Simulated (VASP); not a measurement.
# Mg32S33 (a cell with a defect) in VASP: further runs

Mg32S33 (a cell with a defect) is run at these levels: PBEsol; tasks: relaxation of the atoms.

All numbers are computed with VASP 6.6.1; they aren't measurements. Logs are shortened: lines on timing, memory, paths and dates and some standing lists are left out, and cuts for length are marked.

### Step 1. The cell of the first run

The cell holds a defect, 65 atoms: a = 10.364 Å, b = 10.364 Å, c = 10.364 Å, α = 90.00°, β = 90.00°, γ = 90.00°.

### Step 2. Relaxation of the atoms, PBEsol

File INCAR:

```
ALGO = Normal
EDIFF = 1E-7
EDIFFG = -0.03
ENCUT = 450
GGA = PS
GGA_COMPAT = False
IBRION = 2
ISIF = 2
ISMEAR = -1
ISYM = -1
KPAR = 1
LASPH = True
LCHARG = False
LREAL = Auto
LWAVE = False
NELM = 120
NELMIN = 4
NSW = 100
PREC = Accurate
SIGMA = 0.05
```

File KPOINTS:

```
explicit points
1
Reciprocal
  0.25000000   0.25000000   0.25000000 1
```

File POSCAR:

```
Mg32S33
1.0
   10.3639610000      0.0000000000      0.0000000000
    0.0000000000     10.3639610000      0.0000000000
    0.0000000000      0.0000000000     10.3639610000
S Mg
33 32
Direct
    0.2507140000      0.9977860000      0.9993540000
    0.2534590000      0.0020380000      0.5009540000
    0.2527270000      0.4992510000      0.9981710000
    0.2517570000      0.5010280000      0.4980540000
    0.7487110000      0.0033550000      0.0026950000
    0.7496650000      0.9995540000      0.5015050000
    0.7476240000      0.4986390000      0.9979360000
    0.7511310000      0.5015480000      0.4956190000
    0.9993300000      0.2504500000      0.9976570000
    0.9972610000      0.2498630000      0.4986340000
    0.0024790000      0.7522030000      0.0012730000
    0.9988930000      0.7464970000      0.4970670000
    0.4958670000      0.2491580000      0.0004520000
    0.4956410000      0.2493810000      0.5031130000
    0.4994350000      0.7521660000      0.0003240000
    0.4956470000      0.7486790000      0.4991860000
    0.0033810000      0.9978030000      0.2528850000
    0.9999470000      0.9994010000      0.7491310000
    0.9998510000      0.4998300000      0.2493490000
    0.9981430000      0.5012990000      0.7506500000
    0.4998540000      0.0006400000      0.2545640000
    0.5002600000      0.0009360000      0.7491120000
    0.5014640000      0.5001490000      0.2533170000
    0.4976620000      0.5006690000      0.7509810000
    0.2476130000      0.2474930000      0.2491220000
    0.2494050000      0.2507210000      0.7492020000
    0.2520950000      0.7489460000      0.2531710000
    0.2507720000      0.7519440000      0.7532240000
    0.7511970000      0.2501890000      0.2494670000
    0.7502960000      0.2531590000      0.7476230000
    0.7519350000      0.7533660000      0.2464610000
    0.7479440000      0.7472670000      0.7493170000
    0.3740270000      0.3744870000      0.3780100000
    0.0013040000      0.9991170000      0.9988680000
    0.0006020000      0.0029930000      0.4960510000
    0.0014190000      0.5060130000      0.9992950000
    0.0018500000      0.4967780000      0.5005570000
    0.5016020000      0.0038050000      0.9991570000
    0.5006560000      0.0026190000      0.4987650000
    0.5002960000      0.5015190000      0.9994680000
    0.5023960000      0.4982000000      0.4994320000
    0.2498150000      0.2487070000      0.0008790000
    0.2489830000      0.2508790000      0.4999070000
    0.2502100000      0.7519460000      0.0011420000
    0.2483820000      0.7513330000      0.4980700000
    0.7504800000      0.2510180000      0.0025250000
    0.7487820000      0.2506920000      0.5013830000
    0.7530530000      0.7513590000      0.9968930000
    0.7461380000      0.7483990000      0.5031020000
    0.2492130000      0.9971980000      0.2493300000
    0.2474070000      0.9986640000      0.7485570000
    0.2489540000      0.4982850000      0.2489710000
    0.2515890000      0.4977560000      0.7485960000
    0.7506570000      0.0017800000      0.2527930000
    0.7501730000      0.9984380000      0.7478570000
    0.7501780000      0.4987440000      0.2508210000
    0.7538740000      0.4958170000      0.7511050000
    0.9986110000      0.2510090000      0.2523710000
    0.0000390000      0.2503670000      0.7483500000
    0.9980030000      0.7494770000      0.2540980000
    0.0032380000      0.7488630000      0.7490460000
    0.4995890000      0.2508560000      0.2512620000
    0.5024230000      0.2496350000      0.7479720000
    0.5037350000      0.7492420000      0.2483080000
    0.4993130000      0.7496050000      0.7482790000
```

Potentials or basis: VASP PAW PBE potentials, release 64 (S, Mg).

Started as:

```console
$ cat potpaw_PBE.64/S/POTCAR potpaw_PBE.64/Mg/POTCAR > POTCAR
$ mpirun -np 4 vasp_std > vasp.out
```

OUTCAR:

```text
EDIFF = 1E-7
   EDIFFG = -0.03
   ENCUT = 450
   GGA = PS
   IBRION = 2
   ISIF = 2
   ISMEAR = -1
   ISYM = -1
   LASPH = True
   LREAL = Auto
   NELM = 120
   NELMIN = 4
   NSW = 100
   PREC = Accurate

 ion  position               nearest neighbor table
   1  0.251  0.998  0.999-  44 2.55  34 2.58  50 2.59  51 2.60  42 2.60  38 2.60
   2  0.253  0.002  0.501-  39 2.56  51 2.57  43 2.58  45 2.60  50 2.61  35 2.62
   3  0.253  0.499  0.998-  40 2.57  53 2.59  42 2.60  52 2.60  36 2.61  44 2.62
   4  0.252  0.501  0.498-  33 2.21  52 2.58  37 2.59  43 2.59  45 2.59  53 2.60  41 2.60
   5  0.749  0.003  0.003-  38 2.56  46 2.57  54 2.59  48 2.61  34 2.62  55 2.64
   6  0.750  1.000  0.502-  55 2.55  54 2.58  39 2.58  35 2.60  47 2.60  49 2.60
   7  0.748  0.499  0.998-  57 2.56  40 2.56  46 2.57  48 2.62  56 2.62  36 2.63
   8  0.751  0.502  0.496-  56 2.54  49 2.56  41 2.58  37 2.60  47 2.60  57 2.65
   9  0.999  0.250  0.998-  46 2.58  59 2.58  42 2.60  34 2.60  58 2.64  36 2.65
  10  0.997  0.250  0.499-  58 2.55  35 2.56  37 2.56  47 2.58  59 2.59  43 2.61
  11  0.002  0.752  0.001-  36 2.55  34 2.56  44 2.57  48 2.59  61 2.61  60 2.62
  12  0.999  0.746  0.497-  60 2.52  45 2.59  37 2.59  61 2.61  49 2.62  35 2.66
  13  0.496  0.249  0.000-  38 2.54  42 2.55  62 2.60  40 2.62  63 2.62  46 2.64
  14  0.496  0.249  0.503-  33 2.23  63 2.54  43 2.56  39 2.56  41 2.58  62 2.61  47 2.62
  15  0.499  0.752  0.000-  64 2.57  44 2.58  40 2.60  38 2.61  65 2.61  48 2.63
  16  0.496  0.749  0.499-  45 2.56  65 2.58  49 2.60  41 2.60  64 2.60  39 2.63
  17  0.003  0.998  0.253-  35 2.52  50 2.55  60 2.57  54 2.62  58 2.62  34 2.63
[... 28 lines left out ...]
                            47 3.64  63 3.64  55 3.65
  40  0.500  0.502  0.999-   7 2.56   3 2.57  24 2.58  15 2.60  13 2.62  23 2.63  64 3.64
  41  0.502  0.498  0.499-  33 2.24  23 2.55   8 2.58  14 2.58  16 2.60   4 2.60  24 2.61  47 3.62
                            49 3.62  62 3.63  56 3.64  63 3.64
  42  0.250  0.249  0.001-  13 2.55  25 2.57   9 2.60   3 2.60   1 2.60  26 2.61  38 3.64  52 3.65
                            34 3.65
  43  0.249  0.251  0.500-  33 2.22  14 2.56   2 2.58  26 2.58   4 2.59  25 2.60  10 2.61  37 3.61
                            53 3.63  35 3.64  59 3.65  58 3.65  52 3.65
  44  0.250  0.752  0.001-   1 2.55  11 2.57  28 2.57  15 2.58  27 2.61   3 2.62  50 3.62  36 3.63
                            34 3.64
  45  0.248  0.751  0.498-  27 2.54  16 2.56  12 2.59   4 2.59   2 2.60  28 2.64  60 3.62  50 3.62
                            61 3.64  51 3.65
  46  0.750  0.251  0.003-  29 2.56   5 2.57   7 2.57   9 2.58  13 2.64  30 2.64  56 3.64  38 3.64
                            57 3.64  58 3.65
  47  0.749  0.251  0.501-  30 2.55  10 2.58   8 2.60   6 2.60  29 2.61  14 2.62  63 3.61  41 3.62
                            57 3.63  39 3.64  54 3.65  59 3.65  56 3.65  55 3.66  58 3.66
  48  0.753  0.751  0.997-  32 2.57  11 2.59  31 2.59   5 2.61   7 2.62  15 2.63  36 3.62  34 3.64
                            55 3.64  61 3.65
  49  0.746  0.748  0.503-  32 2.55   8 2.56  16 2.60   6 2.60  12 2.62  31 2.66  65 3.61  41 3.62
                            55 3.63  64 3.64
  50  0.249  0.997  0.249-  17 2.55  27 2.57   1 2.59  25 2.59  21 2.60   2 2.61  44 3.62  45 3.62
                            35 3.63  34 3.65  60 3.66
  51  0.247  0.999  0.749-  28 2.56  18 2.56   2 2.57   1 2.60  26 2.61  22 2.62  61 3.62  34 3.64
                            45 3.65  59 3.66
  52  0.249  0.498  0.249-  33 2.26  19 2.58   4 2.58  27 2.60  25 2.60   3 2.60  23 2.62  36 3.64
                            58 3.65  42 3.65  62 3.65  43 3.65  37 3.65
  53  0.252  0.498  0.749-  24 2.55  26 2.56   3 2.59   4 2.60  20 2.63  28 2.63  43 3.63  37 3.65
                            59 3.66  63 3.66
  54  0.751  0.002  0.253-  29 2.57  31 2.58   6 2.58   5 2.59  21 2.60  17 2.62  35 3.61  39 3.63
                            58 3.64  47 3.65
  55  0.750  0.998  0.748-   6 2.55  18 2.59  22 2.59  32 2.60  30 2.64   5 2.64  49 3.63  48 3.64
[... 33 lines left out ...]
   IMIX   =      4    mixing-type and parameters
     AMIX     =   0.40;   BMIX     =  1.00
     AMIX_MAG =   1.60;   BMIX_MAG =  1.00
  volume/ion in A,a.u.               =      17.13       115.57
  Fermi-wavevector in a.u.,A,eV,Ry     =   1.010763  1.910066 13.900291  1.021643
  Thomas-Fermi vector in A             =   2.143772
   LORBIT       =      0    0 simple, 1 ext, 2 COOP (PROOUT), +10 PAW based schemes
   GGA     = PS    functional components
   LHFCALC =     F    Hartree Fock is set to
   AEXX    =    0.0000 exact exchange contribution
   IVDW    =     0    specifies the selected vdW correction
   LEPSILON=     F    determine dielectric tensor
   LRPA    =     F    only Hartree local field effects (RPA)
 conjugate gradient relaxation of ions
 non-spin polarized calculation
  energy-cutoff  :      450.00
  volume of cell :     1113.21
 maximum number of plane-waves:     24159
 NGX is ok and might be reduce to    72
   NGX = 35   NGY = 35   NGZ = 35

--------------------------------------- Ionic step        1  -------------------------------------------

 number of electron     261.9999994 magnetization

 Free energy of the ion-electron system (eV)
  ---------------------------------------------------
  ext. energy  EPLUGINS =         0.00000000
  ---------------------------------------------------
  free energy    TOTEN  =      -285.23061198 eV

  energy without entropy =     -285.05328365  energy(sigma->0) =     -285.14194781

------------------------ aborting loop because EDIFF is reached ----------------------------------------

  FORCE on cell =-STRESS in cart. coord.  units (eV):
  Direction    XX          YY          ZZ          XY          YZ          ZX
  --------------------------------------------------------------------------------------
  -------------------------------------------------------------------------------------
  Total       20.4763800     21.2637941     20.7141640     -1.5727706     -2.6563359     -2.5562563
  in kB       29.4704287     30.6037066     29.8126570     -2.2635946     -3.8231053     -3.6790668
  external PRESSURE =      29.9622641 kB  Pullay stress =       0.0000000 kB
[... 278 lines left out ...]
  FREE ENERGIE OF THE ION-ELECTRON SYSTEM (eV)
  ---------------------------------------------------
  free  energy   TOTEN  =      -289.2052878640 eV

  energy  without entropy=     -289.1200034067  energy(sigma->0) =     -289.16264564

[... ionic steps 4 to 58 ...]

--------------------------------------- Ionic step       59  -------------------------------------------

 number of electron     261.9999998 magnetization

------------------------ aborting loop because EDIFF is reached ----------------------------------------
[... 193 lines left out ...]
--------------------------------------- Ionic step       61  -------------------------------------------

 number of electron     261.9999998 magnetization

 Free energy of the ion-electron system (eV)
  ---------------------------------------------------
  ext. energy  EPLUGINS =         0.00000000
  ---------------------------------------------------
  free energy    TOTEN  =      -292.41089159 eV

  energy without entropy =     -292.41089159  energy(sigma->0) =     -292.41089159

 E-fermi :   5.3885     XC(G=0):  -9.9549

 val. band max:        4.1414884168   @ k =   0.2500   0.2500   0.2500
 cond. band min:       7.2694408596   @ k =   0.2500   0.2500   0.2500
 fundamental gap:      3.1279524429
 Fermi energy:         5.3884622188

 k-point     1 :       0.2500    0.2500    0.2500
  band No.  band energies     occupation
      1     -10.8182      2.00000
      2      -8.6700      2.00000
      3      -8.3866      2.00000
      4      -8.3667      2.00000
      5      -8.2297      2.00000
      6      -8.0384      2.00000
[... 135 lines left out ...]
    142       8.5583      0.00000
    143       8.5753      0.00000
 [bands above 143 left out]

------------------------ aborting loop because EDIFF is reached ----------------------------------------

  FORCE on cell =-STRESS in cart. coord.  units (eV):
  Direction    XX          YY          ZZ          XY          YZ          ZX
  --------------------------------------------------------------------------------------
  -------------------------------------------------------------------------------------
  Total       14.6989585     14.7763843     14.6953877     -6.1481509      1.7837691     -6.1823222
  in kB       21.1553315     21.2667659     21.1501923     -8.8486657      2.5672722     -8.8978464
  external PRESSURE =      21.1907632 kB  Pullay stress =       0.0000000 kB
[... 80 lines left out ...]
  FREE ENERGIE OF THE ION-ELECTRON SYSTEM (eV)
  ---------------------------------------------------
  free  energy   TOTEN  =      -292.4108915865 eV

  energy  without entropy=     -292.4108915865  energy(sigma->0) =     -292.41089159

 reached required accuracy - stopping structural energy minimisation
```

Run time: 70 min. Hardware: 4 MPI ranks of Intel Xeon Platinum 8259CL at 2.50GHz (Skylake/Cascade Lake), shared host; peak memory 0.34 GiB.

What came out:

```
Free energy                  : -292.4109 eV
Energy gained by relaxing    : 110.5 meV/atom
Ionic steps                  : 61
Pressure after relaxing      : 2.1 GPa
Largest force after relaxing : 0.013 eV/Å
Band gap on the k mesh       : 3.13 eV
```

Forces on the atoms (eV/Å):
```
S    0.000  0.000  0.001
S   -0.002  0.012 -0.001
S   -0.001  0.000  0.005
S    0.003  0.000 -0.003
S    0.001 -0.002 -0.002
S   -0.001  0.003  0.000
S    0.001 -0.001  0.003
S    0.004  0.002 -0.001
S   -0.001  0.001 -0.001
S   -0.002  0.001 -0.002
S   -0.002  0.000  0.001
S    0.003 -0.003 -0.002
S    0.000 -0.001 -0.006
S    0.003 -0.004  0.003
S    0.000 -0.001  0.001
S    0.001  0.001 -0.001
S   -0.003  0.003  0.001
S    0.000 -0.001  0.000
S    0.001  0.001 -0.002
S   -0.001  0.000  0.003
S   -0.001 -0.001 -0.001
S    0.002 -0.001  0.002
S    0.000  0.001  0.003
S    0.002 -0.002  0.001
S   -0.001  0.000  0.002
S    0.002 -0.001  0.001
S   -0.001 -0.001 -0.003
S    0.000  0.000  0.002
S    0.002  0.001 -0.001
S    0.002 -0.002  0.002
S   -0.002  0.001 -0.001
S    0.001 -0.001 -0.001
S   -0.005  0.011  0.003
Mg  -0.003  0.000 -0.002
Mg  -0.001  0.000 -0.003
Mg   0.000  0.001  0.000
Mg  -0.002 -0.001 -0.003
Mg   0.000 -0.001 -0.003
Mg  -0.002 -0.002 -0.001
Mg  -0.002  0.000  0.004
Mg  -0.001 -0.002  0.002
Mg   0.000  0.002  0.002
Mg   0.001 -0.010  0.004
Mg  -0.001  0.001  0.000
Mg   0.000 -0.008 -0.001
Mg   0.002 -0.001 -0.003
Mg   0.003  0.003 -0.002
Mg  -0.001  0.002 -0.001
Mg   0.000  0.002 -0.002
Mg   0.001  0.001  0.005
Mg   0.004  0.001  0.000
Mg   0.001  0.000 -0.006
Mg   0.004 -0.003  0.005
Mg  -0.001  0.001  0.001
Mg   0.002 -0.002  0.000
Mg  -0.002  0.000  0.004
Mg  -0.002 -0.004  0.000
Mg  -0.003  0.003 -0.001
Mg   0.003  0.003 -0.001
Mg  -0.002  0.002  0.002
Mg   0.002 -0.001 -0.003
Mg   0.003 -0.004 -0.003
Mg   0.001  0.000  0.000
Mg  -0.004  0.004  0.000
Mg  -0.002 -0.003 -0.001
```

Step by step:
```tsv
step	energy change (eV)	largest force (eV/Å)	pressure (GPa)
1	0.0000	4.0533	3.00
3	-3.9747	2.9374	2.44
5	-4.9505	2.3288	2.84
7	-5.8396	1.1389	2.42
9	-6.3937	0.5268	2.19
11	-6.6694	0.3445	2.07
13	-6.7305	0.3570	2.05
15	-6.7617	0.4095	2.01
17	-6.7798	0.2761	2.00
19	-6.7982	0.2340	2.00
21	-6.8182	0.1992	2.00
23	-6.8359	0.2700	2.00
25	-6.8631	0.2193	2.02
27	-6.8815	0.4225	2.03
29	-6.9108	0.3069	2.05
31	-6.9163	0.3714	2.06
33	-6.9772	0.5138	2.12
35	-7.0260	0.8376	2.09
37	-7.0700	0.5573	2.11
39	-7.0963	0.6299	2.14
41	-7.1193	0.2795	2.12
43	-7.1509	0.1762	2.13
45	-7.1657	0.2892	2.14
47	-7.1712	0.1337	2.12
49	-7.1754	0.0735	2.12
51	-7.1776	0.0707	2.12
53	-7.1786	0.1123	2.11
55	-7.1794	0.0380	2.12
57	-7.1800	0.0381	2.12
59	-7.1801	0.0349	2.12
61	-7.1803	0.0125	2.12
```

Final structure:
```xyz
65
Lattice="10.3640 0.0000 0.0000 0.0000 10.3640 0.0000 0.0000 0.0000 10.3640" Properties=species:S:1:pos:R:3 pbc="T T T"
S     2.6113   10.3449   10.3429
S     2.6114   10.3449    5.1617
S     2.6114    5.1632   10.3422
S     2.0130    5.7285    5.7228
S     7.7932   10.3456   10.3445
S     7.7935   10.3446    5.1623
S     7.7935    5.1633   10.3426
S     7.7926    5.1627    5.1618
S     0.0297    2.5788   10.3409
S     0.0484    2.5954    5.1613
S     0.0094    7.7676    0.0188
S    10.2782    7.8593    5.1940
S     5.2140    2.5585   10.3038
S     5.3074    2.4679    5.1289
S     5.1938    7.7475   10.3464
S     5.1748    7.7310    5.1630
S     0.0310   10.3401    2.5784
S     0.0073    0.0204    7.7678
S     0.0499    5.1608    2.5953
S    10.2782    5.1937    7.8568
S     5.2155   10.3042    2.5567
S     5.1917   10.3496    7.7456
S     5.3098    5.1319    2.4636
S     5.1728    5.1657    7.7269
S     2.6295    2.4612    2.4594
S     2.6103    2.6065    7.7175
S     2.6132    7.7197    2.6044
S     2.5941    7.8637    7.8610
S     7.8328    2.5563    2.5560
S     7.7918    2.5828    7.7432
S     7.7956    7.7436    2.5805
S     7.7561    7.7704    7.7690
S     3.2098    4.5974    4.5966
Mg    0.0157   10.3541   10.3544
Mg   10.3390    0.0023    5.1754
Mg   10.3393    5.1744    0.0011
Mg   10.1646    5.1472    5.1480
Mg    5.2080   10.3361   10.3347
Mg    5.2488   10.3245    5.1494
Mg    5.2484    5.1511   10.3192
Mg    5.4212    5.1798    5.1745
Mg    2.6237    2.5254   10.3136
Mg    2.6127    2.3674    5.1489
Mg    2.6004    7.7998    0.0068
Mg    2.6098    7.9603    5.1726
Mg    7.8022    2.5651   10.3327
Mg    7.8141    2.5219    5.1470
Mg    7.7851    7.7610   10.3562
Mg    7.7721    7.8025    5.1778
Mg    2.6250   10.3159    2.5226
Mg    2.5973    0.0090    7.7984
Mg    2.6153    5.1514    2.3653
Mg    2.6063    5.1758    7.9551
Mg    7.8042   10.3322    2.5638
Mg    7.7824   10.3581    7.7604
Mg    7.8172    5.1472    2.5200
Mg    7.7711    5.1797    7.8010
Mg    0.0596    2.5530    2.5541
Mg    0.0070    2.6136    7.7646
Mg    0.0113    7.7635    2.6138
Mg   10.3622    7.7820    7.7816
Mg    5.2246    2.5445    2.5426
Mg    5.2124    2.5621    7.7088
Mg    5.2168    7.7098    2.5589
Mg    5.1657    7.7728    7.7697
```

Caveat: the PAW data sets were made with another functional, which shifts forces and pressure a little.

[end of part 1 of 2]
